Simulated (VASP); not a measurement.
# Re (Im-3m) in VASP: further runs

Re is run at these levels: LDA; tasks: relaxation of cell and atoms, single point.

Everything below comes from runs of VASP 6.6.1. Logs are shortened: lines on timing, memory, paths and dates and some standing lists are left out, and cuts for length are marked.

## 1. The cell of the first run

It takes space group Im-3m (No. 229, cubic). The conventional cell has a = 3.061 Å, b = 3.061 Å, c = 3.061 Å, α = 90.00°, β = 90.00°, γ = 90.00°. Within 3.5 Å of Re (site symmetry m-3m) lie 14 Re at 2.65 to 3.06 Å.

## 2. Relaxation of cell and atoms, LDA

INCAR reads:

```
SYSTEM = Re
ALGO     = Normal         ! electronic algorithm
EDIFF    = 1E-7           ! SCF threshold, eV
EDIFFG   = -0.005         ! ionic threshold
ENCUT    = 600            ! plane-wave cutoff, eV
GGA      = CA             ! functional
IBRION   = 2              ! ionic algorithm
ISIF     = 3              ! what is computed and relaxed
ISMEAR   = -1             ! smearing method
LASPH    = .TRUE.         ! aspherical terms in the spheres
LCHARG   = .FALSE.        ! write CHGCAR
LREAL    = .FALSE.        ! projectors in reciprocal space
LWAVE    = .FALSE.        ! write WAVECAR
NELM     = 100            ! most SCF steps
NSW      = 60             ! ionic steps
PREC     = Accurate       ! precision mode
SIGMA    = 0.05           ! smearing width, eV
```

KPOINTS reads:

```
k-points
0
G
  19 19 19
  0 0 0
```

POSCAR reads:

```
Re
1.0
   -1.5302737773      1.5302737773      1.5302737773
    1.5302737773     -1.5302737773      1.5302737773
    1.5302737773      1.5302737773     -1.5302737773
Re
1
Direct
    0.0000000000      0.0000000000      0.0000000000
```

Potentials or basis: VASP PAW LDA potentials, release 64 (Re).

The run is started by

```console
$ cat potpaw_LDA.64/Re/POTCAR > POTCAR
$ mpirun -np 1 vasp_std > vasp.out
```

OUTCAR:

```text
SYSTEM = Re
   EDIFF = 1E-7
   EDIFFG = -0.005
   ENCUT = 600
   GGA = CA
   IBRION = 2
   ISIF = 3
   ISMEAR = -1
   LASPH = .TRUE.
   LREAL = .FALSE.
   NELM = 100
   NSW = 60
   PREC = Accurate

 ion  position               nearest neighbor table
   1  0.000  0.000  0.000-

  LATTYP: Found a body centered cubic cell.
 ALAT       =     3.0605475546

  Lattice vectors:

 A1 = (  -1.5302737773,   1.5302737773,   1.5302737773)
 A2 = (   1.5302737773,  -1.5302737773,   1.5302737773)
 A3 = (   1.5302737773,   1.5302737773,  -1.5302737773)

Analysis of symmetry for initial positions (statically):
=====================================================================
 Subroutine PRICEL returns:
 Original cell was already a primitive cell.

 Routine SETGRP: Setting up the symmetry group for a
 body centered cubic supercell.

 Subroutine GETGRP returns: Found 48 space group operations
 (whereof 48 operations were pure point group operations)
 out of a pool of 48 trial point group operations.

The static configuration has the point symmetry O_h .

Analysis of symmetry for dynamics (positions and initial velocities):
=====================================================================
 Subroutine PRICEL returns:
 Original cell was already a primitive cell.

 Routine SETGRP: Setting up the symmetry group for a
 body centered cubic supercell.

 Subroutine GETGRP returns: Found 48 space group operations
 (whereof 48 operations were pure point group operations)
 out of a pool of 48 trial point group operations.

The dynamic configuration has the point symmetry O_h .

 Subroutine INISYM returns: Found 48 space group operations
 (whereof 48 operations are pure point group operations),
 and found     1 'primitive' translations

----------------------------------------------------------------------------------------

                                     Primitive cell

  volume of cell :      14.3340

  direct lattice vectors                    reciprocal lattice vectors
    -1.530273777  1.530273777  1.530273777     0.000000000  0.326738919  0.326738919
     1.530273777 -1.530273777  1.530273777     0.326738919  0.000000000  0.326738919
     1.530273777  1.530273777 -1.530273777     0.326738919  0.326738919  0.000000000

  length of vectors
[... 86 lines left out ...]
   ISIF   =      3    stress and relaxation
   ISYM   =      2    0-nonsym 1-usesym 2-fastsym
   POTIM  = 0.5000    time-step for ionic-motion
   TEBEG  =    0.0;   TEEND  =   0.0 temperature during run
   PSTRESS=    0.0 pullay stress
   NELECT =       7.0000    total number of electrons
   NUPDOWN=      -1.0000    fix difference up-down
   EMIN   =  10.00;   EMAX   =-10.00  energy-range for DOS
   EFERMI =   0.00;   METHOD = LEGACY
   ISMEAR =    -1;   SIGMA  =   0.05  broadening in eV -4-tet -1-fermi 0-gaus
   EFERMI_NEDOS =   21; number of points for ismear=-14 and -15
   IALGO  =     38    algorithm
   IMIX   =      4    mixing-type and parameters
     AMIX     =   0.40;   BMIX     =  1.00
     AMIX_MAG =   1.60;   BMIX_MAG =  1.00
  volume/ion in A,a.u.               =      14.33        96.73
  Fermi-wavevector in a.u.,A,eV,Ry     =   1.289194  2.436224 22.613181  1.662022
  Thomas-Fermi vector in A             =   2.421102
   LORBIT       =      0    0 simple, 1 ext, 2 COOP (PROOUT), +10 PAW based schemes
   GGA     = CA    functional components
   LHFCALC =     F    Hartree Fock is set to
   AEXX    =    0.0000 exact exchange contribution
   IVDW    =     0    specifies the selected vdW correction
   LEPSILON=     F    determine dielectric tensor
   LRPA    =     F    only Hartree local field effects (RPA)
 conjugate gradient relaxation of ions
 non-spin polarized calculation
  energy-cutoff  :      600.00
  volume of cell :       14.33
 maximum number of plane-waves:       488
 NGX is ok and might be reduce to    24
   NGX = 11   NGY = 11   NGZ = 11

--------------------------------------- Ionic step        1  -------------------------------------------

 number of electron       7.0000000 magnetization

 Free energy of the ion-electron system (eV)
  ---------------------------------------------------
  ext. energy  EPLUGINS =         0.00000000
  ---------------------------------------------------
  free energy    TOTEN  =       -13.42299569 eV

  energy without entropy =      -13.41283432  energy(sigma->0) =      -13.41791501

------------------------ aborting loop because EDIFF is reached ----------------------------------------

  FORCE on cell =-STRESS in cart. coord.  units (eV):
  Direction    XX          YY          ZZ          XY          YZ          ZX
  --------------------------------------------------------------------------------------
  -------------------------------------------------------------------------------------
  Total        0.4901702      0.4901702      0.4901702     -0.0000000      0.0000000     -0.0000000
  in kB       54.7885886     54.7885886     54.7885886     -0.0000000      0.0000000     -0.0000000
  external PRESSURE =      54.7885886 kB  Pullay stress =       0.0000000 kB
[... 92 lines left out ...]
--------------------------------------- Ionic step        4  -------------------------------------------

 number of electron       7.0000001 magnetization

 Free energy of the ion-electron system (eV)
  ---------------------------------------------------
  ext. energy  EPLUGINS =         0.00000000
  ---------------------------------------------------
  free energy    TOTEN  =       -13.42622886 eV

  energy without entropy =      -13.41594035  energy(sigma->0) =      -13.42108460

 E-fermi :   8.9131     XC(G=0): -13.9157

 val. band max:        8.9068622680   @ k =  -0.4737  -0.4737   0.2632
 cond. band min:       8.9142212098   @ k =  -0.1053   0.1053   0.0526
 fundamental gap:      0.0073589418
 Fermi energy:         8.9131274971

 k-point     1 :       0.0000    0.0000    0.0000
  band No.  band energies     occupation
      1      -1.8617      2.00000
      2       6.1704      2.00000
      3       6.1704      2.00000
      4       6.1704      2.00000
      5       9.6805      0.00000
      6       9.6805      0.00000
      7      24.5794      0.00000
[... 221 lines left out ...]
 k-point    24 :       0.3158    0.1053    0.0000
  band No.  band energies     occupation
      1       1.7814      2.00000
      2       4.2529      2.00000
      3       6.3476      2.00000
      4       9.3410      0.00038
      5      10.4612      0.00000
      6      12.4796      0.00000
      7      21.3418      0.00000

 [... further k-points ...]
[... 5 lines left out ...]
  --------------------------------------------------------------------------------------
  -------------------------------------------------------------------------------------
  Total        0.0007623      0.0007623      0.0007623     -0.0000000      0.0000000      0.0000000
  in kB        0.0840902      0.0840902      0.0840902     -0.0000000      0.0000000      0.0000000
  external PRESSURE =       0.0840902 kB  Pullay stress =       0.0000000 kB
[... 16 lines left out ...]
  FREE ENERGIE OF THE ION-ELECTRON SYSTEM (eV)
  ---------------------------------------------------
  free  energy   TOTEN  =       -13.4262288573 eV

  energy  without entropy=      -13.4159403482  energy(sigma->0) =      -13.42108460

 reached required accuracy - stopping structural energy minimisation
```

OSZICAR:

```text
N       E                     dE             d eps       ncg     rms          rms(c)
DAV:   1     0.226984685545E+02    0.22698E+02   -0.35929E+03  3584   0.102E+03
DAV:   2    -0.133440363814E+02   -0.36043E+02   -0.32883E+02  4683   0.163E+02
[... 28 lines left out ...]
   3 F= -.13426227E+02 E0= -.13421081E+02  d E =-.323101E-02
       N       E                     dE             d eps       ncg     rms          rms(c)
DAV:   1    -0.134262306956E+02   -0.39461E-05   -0.10124E-04  4823   0.291E-01    0.440E-02
DAV:   2    -0.134262292045E+02    0.14911E-05   -0.20013E-06  4627   0.305E-02    0.166E-02
DAV:   3    -0.134262288536E+02    0.35088E-06   -0.10653E-06  4746   0.222E-02    0.147E-03
DAV:   4    -0.134262288573E+02   -0.37196E-08   -0.15080E-08  1554   0.211E-03
   4 F= -.13426229E+02 E0= -.13421085E+02  d E =-.323317E-02
```

CONTCAR:

```text
Re
   1.00000000000000
    -1.5370371591463241    1.5370371591463241    1.5370371591463241
     1.5370371591463241   -1.5370371591463241    1.5370371591463241
     1.5370371591463241    1.5370371591463241   -1.5370371591463241
  Re
     1
Direct
     0.0000000000000000    0.0000000000000000    0.0000000000000000

  0.00000000E+00  0.00000000E+00  0.00000000E+00
```

It took 20 s on 1 thread of Intel Xeon 6975P-C (Granite Rapids), shared host; peak memory 0.17 GiB.

Results:

```
Free energy                            : -13.4262 eV
Relaxed volume                         : 14.52 Å³/atom
Relaxed cell                           : a = 2.662 Å, b = 2.662 Å, c = 2.662 Å, α = 109.47°, β = 109.47°, γ = 109.47°
Space group after relaxing (to 0.05 Å) : Im-3m (No. 229)
Energy gained by relaxing              : 3.2 meV/atom
Ionic steps                            : 4
Pressure after relaxing                : 0.0 GPa
```

The path:
```
step  energy change (eV)  largest force (eV/Å)  pressure (GPa)  volume (Å³)
   1              0.0000                0.0000            5.48        14.33
   2              0.0528                0.0000          -20.04        15.38
   3             -0.0032                0.0000           -0.15        14.53
   4             -0.0032                0.0000            0.01        14.52
```

Final structure:
```yaml
crystal:
  lattice:
    - [-1.53704, 1.53704, 1.53704]
    - [1.53704, -1.53704, 1.53704]
    - [1.53704, 1.53704, -1.53704]
  atoms:
    - { symbol: Re, position: [0.00000, 0.00000, 0.00000] }
```

Caveat: spin-orbit coupling is left out, which moves the levels of the heavy elements.

(Continued in part 2 of 3.)
